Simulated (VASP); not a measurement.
A run of VASP 6.6.1 is set up as follows.

INCAR

```
SYSTEM = AlAs
ALGO = Normal ; EDIFF = 1E-6
ENCUT = 500 ; GGA = RP
GGA_COMPAT = .FALSE. ; ISIF = 2
ISMEAR = 0 ; IVDW = 13
LASPH = .TRUE. ; LCHARG = .FALSE.
LREAL = .FALSE. ; LWAVE = .FALSE.
NBANDS = 11 ; NELM = 120
PREC = Accurate ; SIGMA = 0.05
```

The input KPOINTS:

```
k-points
0
G
  8 8 8
  0 0 0
```

Contents of POSCAR:

```
AlAs
1.0
    0.0000000000      2.7979304424      2.7979304424
    2.7979304424      0.0000000000      2.7979304424
    2.7979304424      2.7979304424      0.0000000000
Al As
1 1
Direct
    0.0000000000      0.0000000000      0.0000000000
    0.7500000000      0.7500000000      0.7500000000
```

Potentials or basis: VASP PAW PBE potentials, release 64 (Al, As).

Run with:

```sh
$ cat potpaw_PBE.64/Al/POTCAR potpaw_PBE.64/As/POTCAR > POTCAR
$ mpirun -np 1 vasp_std > vasp.out
```

Task: Predict the band gap on the k mesh.

Result: 1.45 eV, indirect (least direct gap 2.47 eV).

Task: Estimate the pressure.

Result: 1.7 GPa.

Task: Estimate the dispersion energy per atom.

Result: -0.655 eV.

Caveat: the PAW data sets were made with another functional, which shifts forces and pressure a little. A k mesh can miss the band edges.
